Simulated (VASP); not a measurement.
**SrAl3O2: relaxation of cell and atoms with PBE**

Crystal: SrAl3O2.

```
CELL_PARAMETERS angstrom
4.59336 0.00000 0.00000
-2.29668 3.97796 0.00000
0.00000 0.00000 5.92464
ATOMIC_POSITIONS crystal
Sr 0.00000 0.00000 0.00000
Al 0.50000 0.00000 0.50000
Al 0.00000 0.50000 0.50000
Al 0.50000 0.50000 0.50000
O 0.33333 0.66667 0.50000
O 0.66667 0.33333 0.50000
```

The cell was generated, and may not be a known phase.

```
Program                : VASP 6.6.1
Task                   : relaxation of cell and atoms
Functional             : PBE
Potentials or basis    : VASP PAW PBE potentials, release 64 (Sr_sv, Al, O)
Cutoff                 : 600 eV
k mesh                 : 6 × 6 × 4
Occupations            : gaussian, width 0.1 eV
Spin                   : no spin polarisation
Dipole correction      : no
Further INCAR settings : ALGO = Normal; EDIFF = 1e-06; IBRION = 2; EDIFFG = -0.04; NSW = 90; ISIF = 3
```

```
Relaxed volume                        : 19.24 Å³/atom
Relaxed cell                          : a = 6.293 Å, b = 6.293 Å, c = 3.367 Å, α = 90.00°, β = 90.00°, γ = 120.00°
Space group after relaxing (to 0.1 Å) : P6/mmm (No. 191)
Pressure after relaxing               : -0.2 GPa
Band gap on the k mesh                : zero (an odd number of electrons rules out a gap without spin polarisation)
```

Stress tensor (GPa, compression positive):
```
-0.32  0.00  0.00
 0.00 -0.32  0.00
 0.00  0.00 -0.01
```

Final structure:
```yaml
crystal:
  lattice:
    - [6.29314, 0.00000, 0.00000]
    - [-3.14657, 5.45002, 0.00000]
    - [0.00000, 0.00000, 3.36651]
  atoms:
    - { symbol: Sr, position: [0.00000, 0.00000, 0.00000] }
    - { symbol: Al, position: [0.50000, 0.00000, 0.50000] }
    - { symbol: Al, position: [0.00000, 0.50000, 0.50000] }
    - { symbol: Al, position: [0.50000, 0.50000, 0.50000] }
    - { symbol: O, position: [0.33333, 0.66667, 0.50000] }
    - { symbol: O, position: [0.66667, 0.33333, 0.50000] }
```

Levels at points of the mesh, in eV from the Fermi level:
```tsv
k point	band 12	band 13	band 14	band 15	band 16	band 17	band 18	band 19
(0.00, 0.00, 0.00)	-4.40	-4.19	-0.24	-0.24	0.01	0.01	0.74	4.80
(0.50, 0.00, 0.00)	-4.26	-2.88	-2.33	-1.46	-0.01	1.02	1.03	1.85
(0.00, 0.00, 0.50)	-5.32	-1.73	-0.25	-0.25	-0.24	-0.24	0.20	3.04
(0.50, 0.00, 0.50)	-5.69	-1.36	-0.41	-0.01	0.02	0.38	0.72	1.64
```

Run time: 24 min on 1 thread of Intel Xeon 8259CL, with other jobs on the host, peak memory 0.33 GiB.

Caveat: a cell axis changed by over 15 % at a fixed basis, so the end point is rough; an odd number of electrons without spin polarisation forces a metal; a magnetic or distorted state may lie lower.
